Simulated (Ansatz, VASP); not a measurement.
# Tl: VASP beside Ansatz

```
Tl
1.0
     3.61777    0.00000    0.00000
    -1.80889    3.13308    0.00000
     0.00000    0.00000    5.55442
Tl
2
Direct
  0.33333 0.66667 0.25000
  0.66667 0.33333 0.75000
```

Alike in both runs: functional PBE; k mesh 13 × 13 × 7; occupations fermi-dirac, width 0.05 eV; no spin polarisation.

Ansatz relaxed the structure, and its values are those at the end. VASP's run is a single point on that final structure, the one shown.

|  | VASP | Ansatz |
| --- | --- | --- |
| version | VASP 6.6.1 | Ansatz 0.2.0 |
| potentials or method | VASP PAW PBE potentials, release 64 (Tl_d), cutoff 520 eV | all-electron LAPW, scalar-relativistic |

|  | VASP | Ansatz | Ansatz less VASP |
| --- | --- | --- | --- |
| pressure (GPa) | -0.1 | 0.0 | +0.07 |

Ansatz ran all-electron here, and VASP with PAW potentials.

Neither program's run includes spin-orbit coupling.
